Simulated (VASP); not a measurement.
# MgB in VASP: notebook

MgB is run at these levels: PBE, HF; tasks: single point.

Everything below comes from runs of VASP 6.6.1. Logs are shortened: lines on timing, memory, paths and dates and some standing lists are left out, and cuts for length are marked.

## (1) The cell of the first run

Symmetry: Pm-3m, No. 221, cubic system. The conventional cell has a = 2.952 Å, b = 2.952 Å, c = 2.952 Å, α = 90.00°, β = 90.00°, γ = 90.00°. Within 3.4 Å of Mg (site symmetry m-3m) lie 8 B at 2.56 Å and 6 Mg at 2.95 Å. B (site symmetry m-3m) has 8 Mg at 2.56 Å and 6 B at 2.95 Å within 3.4 Å.

## (2) Single point, PBE (volume scaled by 1.06)

Contents of INCAR:

```
PREC     = Accurate       # precision mode
ENCUT    = 520            # plane-wave cutoff, eV
EDIFF    = 1E-7           # SCF threshold, eV
ISMEAR   = -1             # smearing method
SIGMA    = 0.05           # smearing width, eV
LREAL    = False          # projectors in reciprocal space
LASPH    = True           # aspherical terms in the spheres
NELM     = 80             # most SCF steps
ALGO     = Normal         # electronic algorithm
ISIF     = 2              # what is computed and relaxed
LWAVE    = False          # write WAVECAR
LCHARG   = False          # write CHGCAR
GGA      = PE             # functional
NBANDS   = 10             # bands
```

Contents of KPOINTS:

```
regular mesh
0
Gamma
  9 9 9
```

Contents of POSCAR:

```
MgB
1.0
    2.9519320628      0.0000000000      0.0000000000
    0.0000000000      2.9519320628      0.0000000000
    0.0000000000      0.0000000000      2.9519320628
Mg B
1 1
Direct
    0.0000000000      0.0000000000      0.0000000000
    0.5000000000      0.5000000000      0.5000000000
```

Potentials or basis: VASP PAW PBE potentials, release 64 (Mg, B).

Started as:

```bash
cat potpaw_PBE.64/Mg/POTCAR potpaw_PBE.64/B/POTCAR > POTCAR
mpirun -np 1 vasp_std > vasp.out
```

OUTCAR:

```text
PREC = Accurate
   ENCUT = 520
   EDIFF = 1E-7
   ISMEAR = -1
   LREAL = False
   LASPH = True
   NELM = 80
   ISIF = 2
   GGA = PE

 ion  position               nearest neighbor table
   1  0.000  0.000  0.000-   2 2.56   2 2.56   2 2.56   2 2.56   2 2.56   2 2.56   2 2.56   2 2.56

   2  0.500  0.500  0.500-   1 2.56   1 2.56   1 2.56   1 2.56   1 2.56   1 2.56   1 2.56   1 2.56

  LATTYP: Found a simple cubic cell.
 ALAT       =     2.9519320628

  Lattice vectors:

 A1 = (   2.9519320628,   0.0000000000,   0.0000000000)
 A2 = (   0.0000000000,   2.9519320628,   0.0000000000)
 A3 = (   0.0000000000,   0.0000000000,   2.9519320628)

Analysis of symmetry for initial positions (statically):
=====================================================================
 Subroutine PRICEL returns:
 Original cell was already a primitive cell.

 Routine SETGRP: Setting up the symmetry group for a
 simple cubic supercell.

 Subroutine GETGRP returns: Found 48 space group operations
 (whereof 48 operations were pure point group operations)
 out of a pool of 48 trial point group operations.

The static configuration has the point symmetry O_h .

Analysis of symmetry for dynamics (positions and initial velocities):
=====================================================================
 Subroutine PRICEL returns:
 Original cell was already a primitive cell.

 Routine SETGRP: Setting up the symmetry group for a
 simple cubic supercell.

 Subroutine GETGRP returns: Found 48 space group operations
 (whereof 48 operations were pure point group operations)
 out of a pool of 48 trial point group operations.

The dynamic configuration has the point symmetry O_h .

 Subroutine INISYM returns: Found 48 space group operations
 (whereof 48 operations are pure point group operations),
 and found     1 'primitive' translations

----------------------------------------------------------------------------------------

                                     Primitive cell

  volume of cell :      25.7228

  direct lattice vectors                    reciprocal lattice vectors
     2.951932063  0.000000000  0.000000000     0.338761184  0.000000000  0.000000000
     0.000000000  2.951932063  0.000000000     0.000000000  0.338761184  0.000000000
     0.000000000  0.000000000  2.951932063     0.000000000  0.000000000  0.338761184

  length of vectors
     2.951932063  2.951932063  2.951932063     0.338761184  0.338761184  0.338761184

  position of ions in fractional coordinates (direct lattice)
     0.000000000  0.000000000  0.000000000
     0.500000000  0.500000000  0.500000000

  ion indices of the primitive-cell ions
   primitive index   ion index
                 1           1
                 2           2

----------------------------------------------------------------------------------------

 KPOINTS: regular mesh

Automatic generation of k-mesh.
 Grid dimensions read from file:
 generate k-points for:    9    9    9

 Generating k-lattice:

  Cartesian coordinates                     Fractional coordinates (reciprocal lattice)
     0.037640132  0.000000000  0.000000000     0.111111111  0.000000000  0.000000000
     0.000000000  0.037640132  0.000000000     0.000000000  0.111111111  0.000000000
     0.000000000  0.000000000  0.037640132     0.000000000  0.000000000  0.111111111

  Length of vectors
     0.037640132  0.037640132  0.037640132

  Shift w.r.t. Gamma in fractional coordinates (k-lattice)
     0.000000000  0.000000000  0.000000000

 Subroutine IBZKPT returns following result:
 ===========================================

 Found     35 irreducible k-points:

 Following reciprocal coordinates:
            Coordinates               Weight
  0.000000  0.000000  0.000000      1.000000
  0.111111  0.000000  0.000000      6.000000
  0.222222  0.000000  0.000000      6.000000
  0.333333  0.000000  0.000000      6.000000
  0.444444  0.000000  0.000000      6.000000
  0.111111  0.111111  0.000000     12.000000
[... 16 lines left out ...]
  0.333333  0.333333  0.111111     24.000000
  0.444444  0.333333  0.111111     48.000000
 [... further k-points ...]
   k-points           NKPTS =     35   k-points in BZ     NKDIM =     35   number of bands    NBANDS=     10
   number of dos      NEDOS =    301   number of ions     NIONS =      2
   total plane-waves  NPLWV =  13824
   dimension x,y,z NGX =    24 NGY =   24 NGZ =   24
   dimension x,y,z NGXF=    48 NGYF=   48 NGZF=   48
   ions per type =               1   1
   NGX,Y,Z   is equivalent  to a cutoff of  13.52, 13.52, 13.52 a.u.
   NGXF,Y,Z  is equivalent  to a cutoff of  27.03, 27.03, 27.03 a.u.
 SYSTEM =  unknown system
   PREC   = accura    normal or accurate (medium, high low for compatibility)
   ISTART =      0    job   : 0-new  1-cont  2-samecut
   ICHARG =      2    charge: 1-file 2-atom 10-const
   ISPIN  =      1    spin polarized calculation?
   LNONCOLLINEAR =      F non collinear calculations
   LSORBIT =      F    spin-orbit coupling
   LASPH  =      T    aspherical Exc in radial PAW
   ENCUT  =  520.0 eV  38.22 Ry    6.18 a.u.   5.49  5.49  5.49*2*pi/ulx,y,z
   NELM   =     80;   NELMIN=  2; NELMDL= -5     # of ELM steps
   EDIFF  = 0.1E-06   stopping-criterion for ELM
   LREAL  =      F    real-space projection
   EDIFFG = 0.1E-05   stopping-criterion for IOM
   NSW    =      0    number of steps for IOM
   IBRION =     -1    ionic relax: 0-MD 1-quasi-New 2-CG
   NFREE  =      0    steps in history (QN), initial steepest desc. (CG)
   ISIF   =      2    stress and relaxation
   ISYM   =      2    0-nonsym 1-usesym 2-fastsym
   POTIM  = 0.5000    time-step for ionic-motion
   TEBEG  =    0.0;   TEEND  =   0.0 temperature during run
   PSTRESS=    0.0 pullay stress
   NELECT =       5.0000    total number of electrons
   NUPDOWN=      -1.0000    fix difference up-down
   EMIN   =  10.00;   EMAX   =-10.00  energy-range for DOS
   EFERMI =   0.00;   METHOD = LEGACY
   ISMEAR =    -1;   SIGMA  =   0.05  broadening in eV -4-tet -1-fermi 0-gaus
   EFERMI_NEDOS =   21; number of points for ismear=-14 and -15
   IALGO  =     38    algorithm
   IMIX   =      4    mixing-type and parameters
     AMIX     =   0.40;   BMIX     =  1.00
     AMIX_MAG =   1.60;   BMIX_MAG =  1.00
  volume/ion in A,a.u.               =      12.86        86.79
  Fermi-wavevector in a.u.,A,eV,Ry     =   0.948328  1.792080 12.236067  0.899326
  Thomas-Fermi vector in A             =   2.076506
   LORBIT       =      0    0 simple, 1 ext, 2 COOP (PROOUT), +10 PAW based schemes
   GGA     = PE    functional components
   LHFCALC =     F    Hartree Fock is set to
   AEXX    =    0.0000 exact exchange contribution
   IVDW    =     0    specifies the selected vdW correction
   LEPSILON=     F    determine dielectric tensor
   LRPA    =     F    only Hartree local field effects (RPA)
 non-spin polarized calculation
  energy-cutoff  :      520.00
  volume of cell :       25.72
 maximum number of plane-waves:       739
 NGX is ok and might be reduce to    24
   NGX = 11   NGY = 11   NGZ = 11

 number of electron       5.0000000 magnetization

 Free energy of the ion-electron system (eV)
  ---------------------------------------------------
  ext. energy  EPLUGINS =         0.00000000
  ---------------------------------------------------
  free energy    TOTEN  =        -6.60167911 eV

  energy without entropy =       -6.59603519  energy(sigma->0) =       -6.59885715

 E-fermi :   4.3022     XC(G=0): -10.1406

 val. band max:        4.2410698702   @ k =   0.3333   0.2222   0.0000
 cond. band min:       4.3763997421   @ k =   0.3333   0.2222   0.1111
 fundamental gap:      0.1353298719
 Fermi energy:         4.3022067091

 k-point     1 :       0.0000    0.0000    0.0000
  band No.  band energies     occupation
      1      -6.2113      2.00000
      2       6.5959      0.00000
      3       6.5959      0.00000
      4       6.5959      0.00000
      5      11.1362      0.00000
      6      11.1362      0.00000
      7      12.3488      0.00000
      8      21.4803      0.00000
      9      21.4803      0.00000
     10      21.4803      0.00000

 k-point     2 :       0.1111    0.0000    0.0000
  band No.  band energies     occupation
      1      -6.0244      2.00000
      2       5.2333      0.00000
      3       6.7033      0.00000
      4       6.7033      0.00000
      5      11.3460      0.00000
      6      11.9982      0.00000
      7      13.0673      0.00000
      8      20.6445      0.00000
      9      20.6445      0.00000
     10      21.2354      0.00000

 k-point     3 :       0.2222    0.0000    0.0000
  band No.  band energies     occupation
      1      -5.4704      2.00000
      2       2.9478      2.00000
      3       6.9975      0.00000
      4       6.9975      0.00000
      5      11.9736      0.00000
      6      12.5873      0.00000
      7      15.0113      0.00000
      8      18.9092      0.00000
      9      18.9092      0.00000
     10      21.2065      0.00000

 k-point     4 :       0.3333    0.0000    0.0000
  band No.  band energies     occupation
      1      -4.5809      2.00000
      2       0.7713      2.00000
      3       7.3821      0.00000
      4       7.3821      0.00000
      5      13.0095      0.00000
      6      13.2460      0.00000
      7      15.7281      0.00000
      8      17.3128      0.00000
      9      17.3128      0.00000
     10      18.8641      0.00000

 k-point     5 :       0.4444    0.0000    0.0000
  band No.  band energies     occupation
      1      -3.5233      2.00000
      2      -0.9506      2.00000
      3       7.6731      0.00000
      4       7.6731      0.00000
      5      13.9587      0.00000
      6      14.3764      0.00000
      7      15.3017      0.00000
      8      16.3723      0.00000
      9      16.3723      0.00000
     10      16.6546      0.00000

 k-point     6 :       0.1111    0.1111    0.0000
  band No.  band energies     occupation
      1      -5.8382      2.00000
      2       5.2156      0.00000
      3       5.5315      0.00000
      4       6.8116      0.00000
      5      11.8394      0.00000
      6      12.9809      0.00000
      7      13.2250      0.00000
      8      19.4125      0.00000
      9      20.3164      0.00000
     10      21.4618      0.00000
[... 183 lines left out ...]
 k-point    21 :       0.3333    0.2222    0.1111
  band No.  band energies     occupation
      1      -3.6980      2.00000
      2       1.5704      2.00000
      3       4.3764      0.36969
      4       6.8147      0.00000
      5      11.2632      0.00000
      6      13.6482      0.00000
      7      15.0709      0.00000
      8      17.9882      0.00000
      9      19.1759      0.00000
     10      20.2979      0.00000

 k-point    22 :       0.4444    0.2222    0.1111
  band No.  band energies     occupation
      1      -2.6828      2.00000
      2      -0.0793      2.00000
      3       4.9383      0.00001
      4       7.2295      0.00000
      5      10.1047      0.00000
      6      13.1841      0.00000
      7      15.1794      0.00000
      8      18.5842      0.00000
      9      19.3591      0.00000
     10      20.4298      0.00000

 k-point    23 :       0.3333    0.3333    0.1111
  band No.  band energies     occupation
      1      -2.8569      2.00000
      2       2.0424      2.00000
      3       2.5933      2.00000
      4       7.3139      0.00000
      5       9.2313      0.00000
      6      14.0143      0.00000
      7      14.8213      0.00000
      8      18.0754      0.00000
      9      20.0966      0.00000
     10      20.4192      0.00000

 k-point    24 :       0.4444    0.3333    0.1111
  band No.  band energies     occupation
      1      -1.8757      2.00000
      2       0.6841      2.00000
      3       3.0111      2.00000
      4       7.7204      0.00000
      5       7.8738      0.00000
      6      13.7713      0.00000
      7      14.8471      0.00000
      8      18.6154      0.00000
      9      19.7219      0.00000
     10      20.7199      0.00000

 [... further k-points ...]
[... 5 lines left out ...]
  --------------------------------------------------------------------------------------
  -------------------------------------------------------------------------------------
  Total       -0.7184108     -0.7184108     -0.7184108     -0.0000000     -0.0000000      0.0000000
  in kB      -44.7470468    -44.7470468    -44.7470468     -0.0000000     -0.0000000      0.0000000
  external PRESSURE =     -44.7470468 kB  Pullay stress =       0.0000000 kB

 VOLUME and BASIS-vectors are now :
 -----------------------------------------------------------------------------
  energy-cutoff  :      520.00
  volume of cell :       25.72
      direct lattice vectors                 reciprocal lattice vectors
     2.951932063  0.000000000  0.000000000     0.338761184  0.000000000  0.000000000
     0.000000000  2.951932063  0.000000000     0.000000000  0.338761184  0.000000000
     0.000000000  0.000000000  2.951932063     0.000000000  0.000000000  0.338761184

 POSITION                                       TOTAL-FORCE (eV/Angst)
 -----------------------------------------------------------------------------------
      0.00000      0.00000      0.00000         0.000000      0.000000      0.000000
      1.47597      1.47597      1.47597         0.000000      0.000000      0.000000
 -----------------------------------------------------------------------------------
    total drift:                                0.000000     -0.000000     -0.000000

  FREE ENERGIE OF THE ION-ELECTRON SYSTEM (eV)
  ---------------------------------------------------
  free  energy   TOTEN  =        -6.6016791122 eV

  energy  without entropy=       -6.5960351923  energy(sigma->0) =       -6.59885715
```

It took 7.4 s on 1 thread of AMD EPYC 7R43 (Zen 3), shared host; peak memory 0.1 GiB.

Results:

| Item | Value |
| --- | --- |
| Free energy | -6.6017 eV |
| Pressure | -4.5 GPa |

Levels at points of the mesh, in eV from the Fermi level:
```tsv
k point	band 1	band 2	band 3	band 4	band 5
(0.00, 0.00, 0.00)	-10.51	2.29	2.29	2.29	6.83
```

Caveat: the cell differs from its parent crystal (volume scaled by 1.06).

## (3) Single point, PBE (atoms moved at random)

Contents of INCAR:

```
SYSTEM = MgB
PREC = Accurate
ENCUT = 520
EDIFF = 1E-6
ISMEAR = -1
SIGMA = 0.05
LREAL = .FALSE.
LASPH = .TRUE.
NELM = 100
ALGO = Normal
ISIF = 2
LWAVE = .FALSE.
LCHARG = .FALSE.
GGA = PE
NBANDS = 10
```

Contents of KPOINTS:

```
Automatic mesh
0
G
  9 9 9
  0 0 0
```

Contents of POSCAR:

```
MgB
1.0
    2.8951500000      0.0000000000      0.0000000000
    0.0000000000      2.8951500000      0.0000000000
    0.0000000000      0.0000000000      2.8951500000
Mg B
1 1
Direct
   -0.0052070000      0.0042900000     -0.0039160000
    0.5067340000      0.4856170000      0.5027170000
```

Potentials or basis: VASP PAW PBE potentials, release 64 (Mg, B).

Started as:

```bash
cat potpaw_PBE.64/Mg/POTCAR potpaw_PBE.64/B/POTCAR > POTCAR
mpirun -np 1 vasp_std > vasp.out
```

It took 51 s on 1 thread of AMD EPYC 7R43 (Zen 3), shared host; peak memory 0.18 GiB.

It converged, with:

| Item | Value |
| --- | --- |
| Free energy | -6.6136 eV |
| Pressure | 0.1 GPa |
| Largest force | 0.279 eV/Å |

Forces on the atoms (eV/Å):
```
Mg   0.144 -0.224  0.080
B   -0.144  0.224 -0.080
```

Stress tensor (GPa, compression positive):
```
 0.12 -0.19  0.07
-0.19  0.03 -0.11
 0.07 -0.11  0.16
```

Levels at points of the mesh, in eV from the Fermi level:
```
           k point  band 1  band 2  band 3  band 4  band 5  band 6
(0.00, 0.00, 0.00)  -10.89    2.37    2.37    2.38    6.90    6.91
```

Caveat: the cell differs from its parent crystal (atoms moved at random).

## (4) Single point, HF

This run uses another cell than the first one, of 12.71 Å³/atom, 0.988 times its volume.

Contents of POSCAR:

```
MgB
1.0
    2.9404106503      0.0000000000      0.0000000000
    0.0000000000      2.9404106503      0.0000000000
    0.0000000000      0.0000000000      2.9404106503
Mg B
1 1
Direct
    0.0000000000      0.0000000000      0.0000000000
    0.5000000000      0.5000000000      0.5000000000
```

Contents of INCAR.step1:

```
SYSTEM = MgB
PREC     = Accurate       ! precision mode
ENCUT    = 520            ! plane-wave cutoff, eV
EDIFF    = 1E-5           ! SCF threshold, eV
ISMEAR   = -1             ! smearing method
SIGMA    = 0.05           ! smearing width, eV
LREAL    = .False.        ! projectors in reciprocal space
LASPH    = .True.         ! aspherical terms in the spheres
NELM     = 80             ! most SCF steps
ALGO     = Normal         ! electronic algorithm
ISIF     = 2              ! what is computed and relaxed
LWAVE    = .True.         ! write WAVECAR
NBANDS   = 10             ! bands
GGA      = PE             ! functional
```

Contents of INCAR.step2:

```
SYSTEM = MgB
PREC     = Accurate       ! precision mode
ENCUT    = 520            ! plane-wave cutoff, eV
EDIFF    = 1E-7           ! SCF threshold, eV
ISMEAR   = -1             ! smearing method
SIGMA    = 0.05           ! smearing width, eV
LREAL    = .False.        ! projectors in reciprocal space
LASPH    = .True.         ! aspherical terms in the spheres
NELM     = 80             ! most SCF steps
ALGO     = Normal         ! electronic algorithm
ISIF     = 2              ! what is computed and relaxed
LWAVE    = .False.        ! write WAVECAR
LCHARG   = .True.         ! write CHGCAR
GGA      = PE             ! functional
LHFCALC  = .True.         ! exact exchange
AEXX     = 1.0            ! exact-exchange fraction
ALDAC    = 0.0          
AGGAC    = 0.0          
PRECFOCK = Normal       
LELF     = .True.         ! ELF
LVHAR    = .True.       
NBANDS   = 10             ! bands
ISTART   = 1
```

Contents of KPOINTS:

```
Automatic mesh
0
Gamma
  5 5 5
  0 0 0
```

Started as:

```bash
cat potpaw_PBE.64/Mg/POTCAR potpaw_PBE.64/B/POTCAR > POTCAR
cp INCAR.step1 INCAR
mpirun -np 1 vasp_std > vasp.out
cp INCAR.step2 INCAR
mpirun -np 1 vasp_std > vasp.out
```

It took 56 s on 1 thread of Intel Xeon 6975P-C (Granite Rapids), shared host; peak memory 0.14 GiB.

The run converged. Its results:

| Quantity | Value |
| --- | --- |
| Free energy | -7.4615 eV |
| Pressure | -0.4 GPa |

Levels at points of the mesh, in eV from the Fermi level:
| k point | band 1 | band 2 | band 3 | band 4 | band 5 |
| --- | --- | --- | --- | --- | --- |
| (0.00, 0.00, 0.00) | -19.35 | 4.90 | 4.90 | 4.90 | 9.71 |

Caveat: the k points lie up to 0.43 Å⁻¹ apart; the PAW data sets were made with another functional, which shifts forces and pressure a little.

## (5) Overview

| level | cell | k mesh | grid for exact exchange (PRECFOCK) | gap on the mesh (eV) | pressure (GPa) |
| --- | --- | --- | --- | --- | --- |
| PBE | a = 2.952 Å, 2 atoms | 9 × 9 × 9 | - | none | -4.5 |
| PBE | a = 2.895 Å, 2 atoms | 9 × 9 × 9 | - | none | 0.1 |
| HF | a = 2.940 Å, 2 atoms | 5 × 5 × 5 | Normal | none | -0.4 |

Alike in all rows: task single point; potentials or basis VASP PAW PBE potentials, release 64 (Mg, B); no spin polarisation; cutoff (eV) 520; smearing fermi-dirac 0.05 eV.

Caveats: some runs use coarse meshes; the PAW data sets were made with another functional, which shifts forces and pressure a little (some runs).

Absolute energies hang on the potentials; compare differences alone.
